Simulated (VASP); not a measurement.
# In (I4/mmm) in VASP: single point with PBEsol

Aim: the single point of In with PBEsol.

All numbers are computed with VASP 6.6.1; they aren't measurements. Logs are shortened: lines on timing, memory, paths and dates and some standing lists are left out, and cuts for length are marked.

## Step 1: The cell of the first run

It takes space group I4/mmm (No. 139, tetragonal). The conventional cell has a = 3.252 Å, b = 3.252 Å, c = 4.948 Å, α = 90.00°, β = 90.00°, γ = 90.00°. In (site symmetry 4/mmm) has 12 In at 3.25 to 3.38 Å within 4.3 Å.

## Step 2: Single point, PBEsol

INCAR reads:

```
PREC = Accurate
ENCUT = 520
EDIFF = 1E-6
ISMEAR = 0
SIGMA = 0.1
LREAL = F
LASPH = T
NELM = 60
ALGO = Normal
ISIF = 2
LWAVE = F
LCHARG = F
GGA = PS
NBANDS = 12
```

KPOINTS reads:

```
Automatic mesh
0
Gamma
  8 8 8
```

POSCAR reads:

```
In
1.0
   -1.6261500000      1.6261500000      2.4739500000
    1.6261500000     -1.6261500000      2.4739500000
    1.6261500000      1.6261500000     -2.4739500000
In
1
Direct
    0.0000000000      0.0000000000      0.0000000000
```

Potentials or basis: VASP PAW PBE potentials, release 64 (In_d).

On the command line:

```sh
> cat potpaw_PBE.64/In_d/POTCAR > POTCAR
> mpirun -np 1 vasp_std > vasp.out
```

OUTCAR:

```text
PREC = Accurate
   ENCUT = 520
   EDIFF = 1E-6
   ISMEAR = 0
   LREAL = F
   LASPH = T
   NELM = 60
   ISIF = 2
   GGA = PS

 ion  position               nearest neighbor table
   1  0.000  0.000  0.000-

  LATTYP: Found a body centered tetragonal cell.
 ALAT       =     3.2523000000
 C/A-ratio  =     1.5213541186

  Lattice vectors:

 A1 = (  -1.6261500000,   1.6261500000,   2.4739500000)
 A2 = (   1.6261500000,  -1.6261500000,   2.4739500000)
 A3 = (   1.6261500000,   1.6261500000,  -2.4739500000)

Analysis of symmetry for initial positions (statically):
=====================================================================
 Subroutine PRICEL returns:
 Original cell was already a primitive cell.

 Routine SETGRP: Setting up the symmetry group for a
 body centered tetragonal supercell.

 Subroutine GETGRP returns: Found 16 space group operations
 (whereof 16 operations were pure point group operations)
 out of a pool of 16 trial point group operations.

The static configuration has the point symmetry D_4h.

Analysis of symmetry for dynamics (positions and initial velocities):
=====================================================================
 Subroutine PRICEL returns:
 Original cell was already a primitive cell.

 Routine SETGRP: Setting up the symmetry group for a
 body centered tetragonal supercell.

 Subroutine GETGRP returns: Found 16 space group operations
 (whereof 16 operations were pure point group operations)
 out of a pool of 16 trial point group operations.

The dynamic configuration has the point symmetry D_4h.

 Subroutine INISYM returns: Found 16 space group operations
 (whereof 16 operations are pure point group operations),
 and found     1 'primitive' translations

----------------------------------------------------------------------------------------

                                     Primitive cell

  volume of cell :      26.1681

  direct lattice vectors                    reciprocal lattice vectors
    -1.626150000  1.626150000  2.473950000     0.000000000  0.307474710  0.202105944
     1.626150000 -1.626150000  2.473950000     0.307474710  0.000000000  0.202105944
     1.626150000  1.626150000 -2.473950000     0.307474710  0.307474710  0.000000000

  length of vectors
     3.377744254  3.377744254  3.377744254     0.367950418  0.367950418  0.434834905

  position of ions in fractional coordinates (direct lattice)
     0.000000000  0.000000000  0.000000000

  ion indices of the primitive-cell ions
[... 81 lines left out ...]
   ISYM   =      2    0-nonsym 1-usesym 2-fastsym
   POTIM  = 0.5000    time-step for ionic-motion
   TEBEG  =    0.0;   TEEND  =   0.0 temperature during run
   PSTRESS=    0.0 pullay stress
   NELECT =      13.0000    total number of electrons
   NUPDOWN=      -1.0000    fix difference up-down
   EMIN   =  10.00;   EMAX   =-10.00  energy-range for DOS
   EFERMI =   0.00;   METHOD = LEGACY
   ISMEAR =     0;   SIGMA  =   0.10  broadening in eV -4-tet -1-fermi 0-gaus
   EFERMI_NEDOS =   21; number of points for ismear=-14 and -15
   IALGO  =     38    algorithm
   IMIX   =      4    mixing-type and parameters
     AMIX     =   0.40;   BMIX     =  1.00
     AMIX_MAG =   1.60;   BMIX_MAG =  1.00
  volume/ion in A,a.u.               =      26.17       176.59
  Fermi-wavevector in a.u.,A,eV,Ry     =   1.296578  2.450177 22.872944  1.681114
  Thomas-Fermi vector in A             =   2.428025
   LORBIT       =      0    0 simple, 1 ext, 2 COOP (PROOUT), +10 PAW based schemes
   GGA     = PS    functional components
   LHFCALC =     F    Hartree Fock is set to
   AEXX    =    0.0000 exact exchange contribution
   IVDW    =     0    specifies the selected vdW correction
   LEPSILON=     F    determine dielectric tensor
   LRPA    =     F    only Hartree local field effects (RPA)
 non-spin polarized calculation
 Gauss-broadening in eV      SIGMA  =   0.10
  energy-cutoff  :      520.00
  volume of cell :       26.17
 maximum number of plane-waves:       720
 NGX is ok and might be reduce to    28
   NGX = 13   NGY = 13   NGZ = 13

 number of electron      13.0000006 magnetization

 Free energy of the ion-electron system (eV)
  ---------------------------------------------------
  ext. energy  EPLUGINS =         0.00000000
  ---------------------------------------------------
  free energy    TOTEN  =        -2.97714009 eV

  energy without entropy =       -2.97512794  energy(sigma->0) =       -2.97613401

 E-fermi :   7.4056     XC(G=0): -10.4053

 val. band max:        7.2891907658   @ k =  -0.3750   0.3750   0.3750
 cond. band min:       7.4110212176   @ k =  -0.3750   0.3750   0.2500
 fundamental gap:      0.1218304518
 Fermi energy:         7.4055698967

 k-point     1 :       0.0000    0.0000    0.0000
  band No.  band energies     occupation
      1      -7.2696      2.00000
      2      -7.1616      2.00000
      3      -7.1616      2.00000
      4      -7.0780      2.00000
      5      -6.9762      2.00000
      6      -2.2125      2.00000
      7      17.8640      0.00000
      8      17.8640      0.00000
      9      18.0346      0.00000
     10      18.9359      0.00000
     11      21.3104      0.00000
     12      21.4314      0.00000
[... 331 lines left out ...]
 k-point    24 :       0.3750    0.1250    0.1250
  band No.  band energies     occupation
      1      -7.2111      2.00000
      2      -7.1979      2.00000
      3      -7.0602      2.00000
      4      -7.0155      2.00000
      5      -6.8547      2.00000
      6       3.8576      2.00000
      7       5.0363      2.00000
      8      11.5651      0.00000
      9      12.6490      0.00000
     10      17.0665      0.00000
     11      19.3292      0.00000
     12      24.8767      0.00000

 [... further k-points ...]

------------------------ aborting loop because EDIFF is reached ----------------------------------------

  FORCE on cell =-STRESS in cart. coord.  units (eV):
  Direction    XX          YY          ZZ          XY          YZ          ZX
  --------------------------------------------------------------------------------------
  -------------------------------------------------------------------------------------
  Total       -0.4165895     -0.4165895      0.2585355      0.0000000      0.0000000      0.0000000
  in kB      -25.5062624    -25.5062624     15.8291891      0.0000000      0.0000000      0.0000000
  external PRESSURE =     -11.7277786 kB  Pullay stress =       0.0000000 kB

 VOLUME and BASIS-vectors are now :
 -----------------------------------------------------------------------------
  energy-cutoff  :      520.00
  volume of cell :       26.17
      direct lattice vectors                 reciprocal lattice vectors
    -1.626150000  1.626150000  2.473950000     0.000000000  0.307474710  0.202105944
     1.626150000 -1.626150000  2.473950000     0.307474710  0.000000000  0.202105944
     1.626150000  1.626150000 -2.473950000     0.307474710  0.307474710  0.000000000

 POSITION                                       TOTAL-FORCE (eV/Angst)
 -----------------------------------------------------------------------------------
      0.00000      0.00000      0.00000         0.000000     -0.000000     -0.000000
 -----------------------------------------------------------------------------------
    total drift:                                0.000000     -0.000000     -0.000000

  FREE ENERGIE OF THE ION-ELECTRON SYSTEM (eV)
  ---------------------------------------------------
  free  energy   TOTEN  =        -2.9771400885 eV

  energy  without entropy=       -2.9751279370  energy(sigma->0) =       -2.97613401
```

OSZICAR:

```text
N       E                     dE             d eps       ncg     rms          rms(c)
DAV:   1     0.751936147860E+02    0.75194E+02   -0.62454E+03  1460   0.136E+03
DAV:   2     0.614726891753E+00   -0.74579E+02   -0.72752E+02  1520   0.283E+02
DAV:   3    -0.293476160873E+01   -0.35495E+01   -0.35418E+01  1676   0.629E+01
DAV:   4    -0.301677853432E+01   -0.82017E-01   -0.81999E-01  1812   0.942E+00
DAV:   5    -0.302049090874E+01   -0.37124E-02   -0.37123E-02  1944   0.178E+00    0.227E+00
DAV:   6    -0.298441446307E+01    0.36076E-01   -0.58652E-02  1788   0.497E+00    0.108E+00
DAV:   7    -0.297775984528E+01    0.66546E-02   -0.15414E-02  1884   0.234E+00    0.280E-01
DAV:   8    -0.297713686426E+01    0.62298E-03   -0.87544E-04  1864   0.505E-01    0.246E-02
DAV:   9    -0.297713936002E+01   -0.24958E-05   -0.11663E-05  2104   0.435E-02    0.154E-02
DAV:  10    -0.297714008848E+01   -0.72846E-06   -0.70019E-07  1144   0.109E-02
   1 F= -.29771401E+01 E0= -.29761340E+01  d E =-.201215E-02
```

It took 11 s on 1 thread of Intel Xeon 6975P-C, shared host; peak memory 0.16 GiB.

Results:

- Free energy: -2.9771 eV
- Pressure: -1.2 GPa

Caveat: the PAW data sets were made with another functional, which shifts forces and pressure a little; spin-orbit coupling is left out, which moves the levels of the heavy elements.
